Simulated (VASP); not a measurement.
# CdS (I4/mmm) in VASP: single point with PBE

Aim: the single point of CdS with PBE.

All numbers are computed with VASP 6.6.1; they aren't measurements. Logs are shortened: lines on timing, memory, paths and dates and some standing lists are left out, and cuts for length are marked.

## 1. The cell of the first run

Symmetry: I4/mmm, No. 139, tetragonal system. The conventional cell has a = 3.831 Å, b = 3.831 Å, c = 5.689 Å, α = 90.00°, β = 90.00°, γ = 90.00°. Cd (site symmetry 4/mmm) has 6 S at 2.71 to 2.84 Å within 3.6 Å. Within 3.6 Å of S (site symmetry 4/mmm) lie 6 Cd at 2.71 to 2.84 Å.

## 2. Single point, PBE

INCAR

```
ALGO = Normal
EDIFF = 1E-6
ENCUT = 520
GGA = PE
ISIF = 2
ISMEAR = 0
LASPH = True
LCHARG = True
LELF = True
LREAL = False
LVHAR = True
LWAVE = False
NBANDS = 16
NELM = 100
PREC = Accurate
SIGMA = 0.03
```

KPOINTS

```
k-points
0
Gamma
  12 12 12
```

POSCAR

```
CdS
1.0
    0.0000000000      2.7088290720      2.8442705256
    2.7088290720      0.0000000000      2.8442705256
    2.7088290720      2.7088290720      0.0000000000
Cd S
1 1
Direct
    0.0000000000      0.0000000000      0.0000000000
    0.5000000000      0.5000000000      0.5000000000
```

Potentials or basis: VASP PAW PBE potentials, release 64 (Cd, S).

Started as:

```bash
$ cat potpaw_PBE.64/Cd/POTCAR potpaw_PBE.64/S/POTCAR > POTCAR
$ mpirun -np 1 vasp_std > vasp.out
```

OUTCAR:

```text
EDIFF = 1E-6
   ENCUT = 520
   GGA = PE
   ISIF = 2
   ISMEAR = 0
   LASPH = True
   LREAL = False
   NELM = 100
   PREC = Accurate

 ion  position               nearest neighbor table
   1  0.000  0.000  0.000-   2 2.71   2 2.71   2 2.71   2 2.71   2 2.84   2 2.84
   2  0.500  0.500  0.500-   1 2.71   1 2.71   1 2.71   1 2.71   1 2.84   1 2.84

  LATTYP: Found a body centered tetragonal cell.
 ALAT       =     3.8308628118
 C/A-ratio  =     1.4849242405

  Lattice vectors:

 A1 = (  -2.7088290720,   0.0000000000,   2.8442705256)
 A2 = (   2.7088290720,   0.0000000000,   2.8442705256)
 A3 = (   0.0000000000,   2.7088290720,  -2.8442705256)

Analysis of symmetry for initial positions (statically):
=====================================================================
 Subroutine PRICEL returns:
 Original cell was already a primitive cell.

 Routine SETGRP: Setting up the symmetry group for a
 body centered tetragonal supercell.

 Subroutine GETGRP returns: Found 16 space group operations
 (whereof 16 operations were pure point group operations)
 out of a pool of 16 trial point group operations.

The static configuration has the point symmetry D_4h.

Analysis of symmetry for dynamics (positions and initial velocities):
=====================================================================
 Subroutine PRICEL returns:
 Original cell was already a primitive cell.

 Routine SETGRP: Setting up the symmetry group for a
 body centered tetragonal supercell.

 Subroutine GETGRP returns: Found 16 space group operations
 (whereof 16 operations were pure point group operations)
 out of a pool of 16 trial point group operations.

The dynamic configuration has the point symmetry D_4h.

 Subroutine INISYM returns: Found 16 space group operations
 (whereof 16 operations are pure point group operations),
 and found     1 'primitive' translations

----------------------------------------------------------------------------------------

                                     Primitive cell

  volume of cell :      41.7411

  direct lattice vectors                    reciprocal lattice vectors
     0.000000000  2.708829072  2.844270526    -0.184581598  0.184581598  0.175791999
     2.708829072  0.000000000  2.844270526     0.184581598 -0.184581598  0.175791999
     2.708829072  2.708829072  0.000000000     0.184581598  0.184581598 -0.175791999

  length of vectors
     3.927802154  3.927802154  3.830862812     0.314711868  0.314711868  0.314711868

  position of ions in fractional coordinates (direct lattice)
     0.000000000  0.000000000  0.000000000
     0.500000000  0.500000000  0.500000000

  ion indices of the primitive-cell ions
   primitive index   ion index
                 1           1
                 2           2

----------------------------------------------------------------------------------------

 KPOINTS: k-points

Automatic generation of k-mesh.
 Grid dimensions read from file:
 generate k-points for:   12   12   12

 Generating k-lattice:

  Cartesian coordinates                     Fractional coordinates (reciprocal lattice)
    -0.015381800  0.015381800  0.014649333     0.083333333  0.000000000  0.000000000
     0.015381800 -0.015381800  0.014649333     0.000000000  0.083333333  0.000000000
     0.015381800  0.015381800 -0.014649333     0.000000000  0.000000000  0.083333333

  Length of vectors
     0.026225989  0.026225989  0.026225989

  Shift w.r.t. Gamma in fractional coordinates (k-lattice)
     0.000000000  0.000000000  0.000000000

 Subroutine IBZKPT returns following result:
 ===========================================

 Found    163 irreducible k-points:

 Following reciprocal coordinates:
            Coordinates               Weight
  0.000000  0.000000  0.000000      1.000000
  0.083333  0.000000  0.000000      8.000000
  0.166667  0.000000  0.000000      8.000000
  0.250000  0.000000  0.000000      8.000000
  0.333333  0.000000  0.000000      8.000000
  0.416667  0.000000  0.000000      8.000000
[... 16 lines left out ...]
  0.500000  0.166667  0.000000      8.000000
 -0.416667  0.166667  0.000000      8.000000
 [... further k-points ...]
   k-points           NKPTS =    163   k-points in BZ     NKDIM =    163   number of bands    NBANDS=     16
   number of dos      NEDOS =    301   number of ions     NIONS =      2
   total plane-waves  NPLWV =  25200
   dimension x,y,z NGX =    30 NGY =   30 NGZ =   28
   dimension x,y,z NGXF=    60 NGYF=   60 NGZF=   56
   ions per type =               1   1
   NGX,Y,Z   is equivalent  to a cutoff of  12.70, 12.70, 12.15 a.u.
   NGXF,Y,Z  is equivalent  to a cutoff of  25.40, 25.40, 24.30 a.u.
 SYSTEM =  unknown system
   PREC   = accura    normal or accurate (medium, high low for compatibility)
   ISTART =      0    job   : 0-new  1-cont  2-samecut
   ICHARG =      2    charge: 1-file 2-atom 10-const
   ISPIN  =      1    spin polarized calculation?
   LNONCOLLINEAR =      F non collinear calculations
   LSORBIT =      F    spin-orbit coupling
   LASPH  =      T    aspherical Exc in radial PAW
   ENCUT  =  520.0 eV  38.22 Ry    6.18 a.u.   7.30  7.30  7.12*2*pi/ulx,y,z
   NELM   =    100;   NELMIN=  2; NELMDL= -5     # of ELM steps
   EDIFF  = 0.1E-05   stopping-criterion for ELM
   LREAL  =      F    real-space projection
   EDIFFG = 0.1E-04   stopping-criterion for IOM
   NSW    =      0    number of steps for IOM
   IBRION =     -1    ionic relax: 0-MD 1-quasi-New 2-CG
   NFREE  =      0    steps in history (QN), initial steepest desc. (CG)
   ISIF   =      2    stress and relaxation
   ISYM   =      2    0-nonsym 1-usesym 2-fastsym
   POTIM  = 0.5000    time-step for ionic-motion
   TEBEG  =    0.0;   TEEND  =   0.0 temperature during run
   PSTRESS=    0.0 pullay stress
   NELECT =      18.0000    total number of electrons
   NUPDOWN=      -1.0000    fix difference up-down
   EMIN   =  10.00;   EMAX   =-10.00  energy-range for DOS
   EFERMI =   0.00;   METHOD = LEGACY
   ISMEAR =     0;   SIGMA  =   0.03  broadening in eV -4-tet -1-fermi 0-gaus
   EFERMI_NEDOS =   21; number of points for ismear=-14 and -15
   IALGO  =     38    algorithm
   IMIX   =      4    mixing-type and parameters
     AMIX     =   0.40;   BMIX     =  1.00
     AMIX_MAG =   1.60;   BMIX_MAG =  1.00
  volume/ion in A,a.u.               =      20.87       140.84
  Fermi-wavevector in a.u.,A,eV,Ry     =   1.236833  2.337275 20.813583  1.529755
  Thomas-Fermi vector in A             =   2.371425
   LORBIT       =      0    0 simple, 1 ext, 2 COOP (PROOUT), +10 PAW based schemes
   GGA     = PE    functional components
   LHFCALC =     F    Hartree Fock is set to
   AEXX    =    0.0000 exact exchange contribution
   IVDW    =     0    specifies the selected vdW correction
   LEPSILON=     F    determine dielectric tensor
   LRPA    =     F    only Hartree local field effects (RPA)
 non-spin polarized calculation
 Gauss-broadening in eV      SIGMA  =   0.03
  energy-cutoff  :      520.00
  volume of cell :       41.74
 maximum number of plane-waves:      1138
 NGX is ok and might be reduce to    30
   NGX = 15   NGY = 15   NGZ = 15

 number of electron      17.9999998 magnetization

 Free energy of the ion-electron system (eV)
  ---------------------------------------------------
  ext. energy  EPLUGINS =         0.00000000
  ---------------------------------------------------
  free energy    TOTEN  =        -5.86350486 eV

  energy without entropy =       -5.86347956  energy(sigma->0) =       -5.86349221

 E-fermi :   2.8856     XC(G=0): -10.2997

 val. band max:        2.8430794140   @ k =  -0.2500   0.1667   0.0000
 cond. band min:       2.9101015563   @ k =   0.5000   0.0000   0.5000
 fundamental gap:      0.0670221423
 Fermi energy:         2.8856355469

 k-point     1 :       0.0000    0.0000    0.0000
  band No.  band energies     occupation
      1      -9.9632      2.00000
      2      -4.9063      2.00000
      3      -4.8692      2.00000
      4      -4.8575      2.00000
      5      -4.8448      2.00000
      6      -4.8448      2.00000
[... 8 lines left out ...]
     15      14.0770      0.00000
     16      14.3805      0.00000

 k-point     2 :       0.0833    0.0000    0.0000
  band No.  band energies     occupation
      1      -9.9048      2.00000
      2      -4.9048      2.00000
      3      -4.8907      2.00000
      4      -4.8706      2.00000
      5      -4.8436      2.00000
      6      -4.8352      2.00000
[... 8 lines left out ...]
     15      13.5014      0.00000
     16      14.0432      0.00000

 k-point     3 :       0.1667    0.0000    0.0000
  band No.  band energies     occupation
      1      -9.7374      2.00000
      2      -4.9513      2.00000
      3      -4.9367      2.00000
      4      -4.8938      2.00000
      5      -4.8195      2.00000
      6      -4.8054      2.00000
[... 8 lines left out ...]
     15      13.0976      0.00000
     16      13.7502      0.00000

 k-point     4 :       0.2500    0.0000    0.0000
  band No.  band energies     occupation
      1      -9.4866      2.00000
      2      -5.0322      2.00000
      3      -5.0034      2.00000
      4      -4.9300      2.00000
      5      -4.7700      2.00000
      6      -4.7636      2.00000
[... 8 lines left out ...]
     15      13.5429      0.00000
     16      13.7614      0.00000
[... 324 lines left out ...]
 k-point    22 :       0.4167    0.1667    0.0000
  band No.  band energies     occupation
      1      -9.1370      2.00000
      2      -5.0211      2.00000
      3      -4.9822      2.00000
      4      -4.9630      2.00000
      5      -4.6764      2.00000
      6      -4.6763      2.00000
[... 8 lines left out ...]
     15      15.8500      0.00000
     16      15.9157      0.00000

 k-point    23 :       0.5000    0.1667    0.0000
  band No.  band energies     occupation
      1      -8.9549      2.00000
      2      -5.0940      2.00000
      3      -5.0291      2.00000
      4      -4.9577      2.00000
      5      -4.6653      2.00000
      6      -4.6383      2.00000
[... 8 lines left out ...]
     15      15.8422      0.00000
     16      16.5973      0.00000

 k-point    24 :      -0.4167    0.1667    0.0000
  band No.  band energies     occupation
      1      -8.8855      2.00000
      2      -5.1430      2.00000
      3      -5.0890      2.00000
      4      -4.9450      2.00000
      5      -4.6767      2.00000
      6      -4.6236      2.00000
[... 8 lines left out ...]
     15      15.0522      0.00000
     16      16.2256      0.00000

 [... further k-points ...]
[... 5 lines left out ...]
  --------------------------------------------------------------------------------------
  -------------------------------------------------------------------------------------
  Total        0.3472685      0.3472685     -0.5007572      0.0000000     -0.0000000     -0.0000000
  in kB       13.3294383     13.3294383    -19.2208979      0.0000000     -0.0000000     -0.0000000
  external PRESSURE =       2.4793262 kB  Pullay stress =       0.0000000 kB

 VOLUME and BASIS-vectors are now :
 -----------------------------------------------------------------------------
  energy-cutoff  :      520.00
  volume of cell :       41.74
      direct lattice vectors                 reciprocal lattice vectors
     0.000000000  2.708829072  2.844270526    -0.184581598  0.184581598  0.175791999
     2.708829072  0.000000000  2.844270526     0.184581598 -0.184581598  0.175791999
     2.708829072  2.708829072  0.000000000     0.184581598  0.184581598 -0.175791999

 POSITION                                       TOTAL-FORCE (eV/Angst)
 -----------------------------------------------------------------------------------
      0.00000      0.00000      0.00000         0.000000     -0.000000     -0.000000
      2.70883      2.70883      2.84427        -0.000000      0.000000      0.000000
 -----------------------------------------------------------------------------------
    total drift:                               -0.000000      0.000000      0.000000

  FREE ENERGIE OF THE ION-ELECTRON SYSTEM (eV)
  ---------------------------------------------------
  free  energy   TOTEN  =        -5.8635048576 eV

  energy  without entropy=       -5.8634795584  energy(sigma->0) =       -5.86349221
```

It took 47 s on 1 thread of Intel Xeon 6975P-C (Granite Rapids), shared host; peak memory 0.24 GiB.

What came out:

```
Free energy            : -5.8635 eV
Pressure               : 0.2 GPa
Band gap on the k mesh : 0.07 eV, indirect (least direct gap 1.39 eV)
```
